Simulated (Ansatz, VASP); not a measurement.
# MgO in VASP and in Ansatz

The input INCAR:

```
ALGO = Normal
EDIFF = 1E-7
EDIFFG = -0.002
ENCUT = 600
GGA = PE
GGA_COMPAT = F
IBRION = 2
ISIF = 3
ISMEAR = 0
LASPH = T
LCHARG = F
LREAL = F
LWAVE = F
NELM = 120
NELMIN = 4
NSW = 100
PREC = Accurate
SIGMA = 0.02
```

File KPOINTS:

```
k-points
0
Gamma
  9 9 6
```

Contents of POSCAR:

```
MgO
1.0
    3.3077869900      0.0000000000      0.0000000000
   -1.6538934900      2.8646275600      0.0000000000
    0.0000000000      0.0000000000      4.9828816700
Mg O
2 2
Direct
    0.3333333300      0.6666666700      0.0021597400
    0.6666666700      0.3333333300      0.5021597400
    0.3333333300      0.6666666700      0.4024402600
    0.6666666700      0.3333333300      0.9024402600
```

Input for Ansatz:

```yaml
crystal:
  lattice:
    - [3.30778699, 0.0, 0.0]
    - [-1.65389349, 2.86462756, 0.0]
    - [0.0, 0.0, 4.98288167]
  atoms:
    - { symbol: Mg, position: [0.33333333, 0.66666667, 0.00215974] }
    - { symbol: Mg, position: [0.66666667, 0.33333333, 0.50215974] }
    - { symbol: O, position: [0.33333333, 0.66666667, 0.40244026] }
    - { symbol: O, position: [0.66666667, 0.33333333, 0.90244026] }
basis:
  ecutwfc: 420
kpoints:
  mp_grid: { grid: [9, 9, 6] }
hamiltonian:
  xc: pbe
  pseudopotentials: { kind: paw, azcp: { folder: soft_1 } }
scf:
  occupations: { method: gaussian, width: 0.02 }
output:
  forces: true
  stress: true
  eigenvalues: true
  write_density: true
  write_potential: true
  elf: true
  volumetric_format: npy
relax:
  adjacent_minimum: "off"
  f_tol: 0.002
  max_steps: 80
  cell: { stress_tol: 0.02 }
```

Alike in both runs: task relaxation of cell and atoms; functional PBE; k mesh 9 × 9 × 6; occupations gaussian, width 0.02 eV; no spin polarisation.

```csv
,VASP,Ansatz
version,VASP 6.6.1,Ansatz 0.2.0
potentials or method,"VASP PAW PBE potentials, release 64 (Mg, O), cutoff 600 eV","scalar-relativistic, plane waves, PAW"
valence electrons in the cell,16,32
```

|  | VASP | Ansatz | Ansatz less VASP |
| --- | --- | --- | --- |
| gap on the k mesh at the Fermi level, each at its own relaxed structure (eV) | 3.42 | 3.41 | -0.008 |
| relaxed volume (Å³/atom) | 12.12 | 12.19 | +0.062 |
| relaxed length of the cell vector where the two differ most in proportion (Å) | 5.110 | 5.120 | +0.0099 |

VASP's potentials hold 16 valence electrons a cell and Ansatz's 32, so a difference there can come from the potentials and not from the codes.
